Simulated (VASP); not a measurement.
Wanted: the native input for a VASP 6.6.1 run.

```
Task                   : single point
Functional             : PBE
Potentials or basis    : VASP PAW PBE potentials, release 64 (Ga_d, N)
Cutoff                 : 600 eV
k mesh                 : 4 × 4 × 4
Occupations            : gaussian, width 0.01 eV
Spin                   : no spin polarisation
Dipole correction      : no
Further INCAR settings : ALGO = Normal; EDIFF = 1e-06; NBANDS = 16
```

The structure of GaN lies in POSCAR:

```
GaN
1.0
    0.0000000000      2.2675000000      2.2675000000
    2.2675000000      0.0000000000      2.2675000000
    2.2675000000      2.2675000000      0.0000000000
Ga N
1 1
Direct
    0.0000000000      0.0000000000      0.0000000000
    0.2500000000      0.2500000000      0.2500000000
```

These files were run (other wordings do the same):

INCAR

```
PREC = Accurate
ENCUT = 600
EDIFF = 1E-6
ISMEAR = 0
SIGMA = 0.01
LREAL = False
LASPH = True
NELM = 120
ALGO = Normal
ISIF = 2
LWAVE = False
LCHARG = False
GGA = PE
NBANDS = 16
GGA_COMPAT = False
```

KPOINTS

```
Automatic mesh
0
Gamma
  4 4 4
```

Potentials or basis: VASP PAW PBE potentials, release 64 (Ga_d, N).

Command:

```bash
$ cat potpaw_PBE.64/Ga_d/POTCAR potpaw_PBE.64/N/POTCAR > POTCAR
$ mpirun -np 1 vasp_std > vasp.out
```

It gave:

| Quantity | Value |
| --- | --- |
| Pressure | 1.4 GPa |
| Band gap on the k mesh | 1.58 eV, direct |

Caveat: the k points lie up to 0.60 Å⁻¹ apart.

It took 6.1 s on 1 thread of Intel(R) Xeon(R) Platinum 8259CL CPU @ 2.50GHz (Skylake/Cascade Lake), with other jobs on the host, peak memory 0.15 GiB.
